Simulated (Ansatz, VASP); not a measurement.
**BaTiO3: VASP beside Ansatz**

```
CELL_PARAMETERS angstrom
4.34077 0.00000 0.00000
0.00000 4.34077 0.00000
0.00000 0.00000 3.69774
ATOMIC_POSITIONS crystal
Ba 0.00000 0.00000 0.00000
Ti 0.50000 0.50000 0.50000
O 0.50000 0.50000 0.00000
O 0.50000 0.00000 0.50000
O 0.00000 0.50000 0.50000
```

Change from the starting cell: strain +0.080 along x and y, -0.080 along z, atoms carried along.

Alike in both runs: task single point; functional PBE; k mesh 8 × 8 × 8; occupations gaussian, width 0.05 eV; no spin polarisation.

|  | VASP | Ansatz |
| --- | --- | --- |
| version | VASP 6.6.1 | Ansatz 0.2.0 |
| potentials or method | VASP PAW PBE potentials, release 64 (Ba_sv, Ti_sv, O), cutoff 520 eV | scalar-relativistic, plane waves, PAW |
| valence electrons in the cell | 40 | 40 |

```csv
,VASP,Ansatz,Ansatz less VASP
gap on the k mesh at the Fermi level (eV),1.34,1.39,+0.051
least direct gap on the mesh (eV),1.50,1.54,+0.042
pressure (GPa),-3.3,-4.7,-1.36
"traceless stress, the component that is largest in VASP (GPa)",20.15,19.64,-0.508
```

Spin-orbit coupling is off throughout.
